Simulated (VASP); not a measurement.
Write the native input for VASP 6.6.1 that does the following.

```
Task                   : single point
Functional             : PBE
Potentials or basis    : VASP PAW PBE potentials, release 64 (K_sv, I)
Cutoff                 : 520 eV
k mesh                 : 4 × 4 × 4
Occupations            : gaussian, width 0.01 eV
Spin                   : no spin polarisation
Dipole correction      : no
Further INCAR settings : ALGO = Normal; EDIFF = 1e-06; NBANDS = 15
```

The structure of KI lies in POSCAR:

```
KI
1.0
    0.0000000000      3.9658942500      3.9658942500
    3.9658942500      0.0000000000      3.9658942500
    3.9658942500      3.9658942500      0.0000000000
K I
1 1
Direct
    0.0000000000      0.0000000000      0.0000000000
    0.2500000000      0.2500000000      0.2500000000
```

These files were run (other wordings do the same):

INCAR

```
SYSTEM = KI
PREC = Accurate ; ENCUT = 520
EDIFF = 1E-6 ; ISMEAR = 0
SIGMA = 0.01 ; LREAL = .False.
LASPH = .True. ; NELM = 80
ALGO = Normal ; ISIF = 2
LWAVE = .False. ; LCHARG = .False.
GGA = PE ; NBANDS = 15
```

KPOINTS

```
regular mesh
0
Gamma
  4 4 4
  0 0 0
```

Potentials or basis: VASP PAW PBE potentials, release 64 (K_sv, I).

The run is started by

```console
$ cat potpaw_PBE.64/K_sv/POTCAR potpaw_PBE.64/I/POTCAR > POTCAR
$ mpirun -np 1 vasp_std > vasp.out
```

It gave:

The pressure is 0.2 GPa and the band gap on the k mesh is 3.93 eV, direct.

Caveat: spin-orbit coupling is left out, which moves the levels of the heavy elements.

Run time: 32 s on 1 thread of AMD EPYC 7R43 64-Core Processor (Zen 3) (shared host), peak memory 0.22 GiB.
